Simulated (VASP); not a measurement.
**GaP4: single point with PBE**

GaP4:

```
Ga P
1.0
     5.23682    0.19889    0.24745
     0.41439    5.20208   -0.00905
     1.58263    1.71785   10.41366
Ga P
2 8
Direct
  0.85026 0.04502 0.38097
  0.69576 0.87584 0.08136
  0.91658 0.30944 0.67248
  0.64630 0.38944 0.20718
  0.60810 0.63661 0.67374
  0.20115 0.83367 0.20292
  0.86373 0.57306 0.81962
  0.43151 0.63736 0.36018
  0.57214 0.29415 0.83002
  0.21448 0.40542 0.27153
```

```
Program             : VASP 6.6.1
Task                : single point
Functional          : PBE
Potentials or basis : VASP PAW PBE potentials, release 64 (Ga_d, P)
Cutoff              : 520 eV
k mesh              : 4 × 4 × 2
Occupations         : gaussian, width 0.1 eV
Spin                : no spin polarisation
```

The pressure is -0.2 GPa. The largest force is 0.173 eV/Å and the band gap on the k mesh is 0.75 eV (least direct gap 0.93 eV).

Forces on the atoms (eV/Å):
```
Ga  -0.014 -0.007 -0.002
Ga   0.014 -0.009  0.002
P   -0.091  0.097  0.087
P   -0.065  0.017  0.064
P    0.087 -0.082  0.086
P    0.005 -0.042  0.053
P   -0.096 -0.097 -0.106
P   -0.034 -0.039 -0.079
P    0.094  0.077 -0.072
P    0.101  0.084 -0.033
```

Levels at points of the mesh, in eV from the valence-band top:
| k point | band 29 | band 30 | band 31 | band 32 | band 33 | band 34 | band 35 | band 36 | band 37 | band 38 |
| --- | --- | --- | --- | --- | --- | --- | --- | --- | --- | --- |
| (0.00, 0.00, 0.00) | -2.54 | -2.49 | -1.82 | -1.33 | -0.89 | 0.81 | 1.38 | 1.48 | 2.15 | 2.32 |
| (0.50, 0.00, 0.00) | -2.50 | -1.99 | -1.65 | -0.78 | -0.30 | 0.86 | 1.23 | 1.62 | 1.82 | 1.96 |
| (0.00, 0.50, 0.00) | -2.47 | -1.99 | -1.59 | -0.73 | -0.53 | 0.94 | 1.41 | 1.66 | 1.96 | 2.10 |
| (0.50, 0.50, 0.00) | -1.88 | -1.47 | -1.28 | -0.81 | -0.65 | 0.75 | 1.62 | 1.76 | 2.04 | 2.45 |
| (0.00, 0.00, 0.50) | -2.58 | -2.43 | -2.09 | -1.30 | -0.93 | 0.96 | 1.44 | 1.66 | 1.96 | 2.37 |
| (0.50, 0.00, 0.50) | -2.45 | -2.01 | -1.55 | -0.82 | -0.46 | 0.84 | 1.35 | 1.72 | 1.77 | 2.07 |
| (0.00, 0.50, 0.50) | -2.41 | -2.01 | -1.63 | -0.77 | -0.32 | 0.93 | 1.32 | 1.75 | 1.84 | 2.07 |
| (0.50, 0.50, 0.50) | -1.86 | -1.53 | -1.28 | -0.79 | -0.13 | 0.80 | 1.47 | 1.73 | 1.86 | 2.25 |

Run time: 3.4 min on 1 thread of Intel(R) Xeon(R) Platinum 8488C (Sapphire Rapids), with other jobs on the host, peak memory 0.44 GiB.

Caveat: semilocal functionals underestimate gaps, and a narrow one can read as zero. A k mesh can miss the band edges.
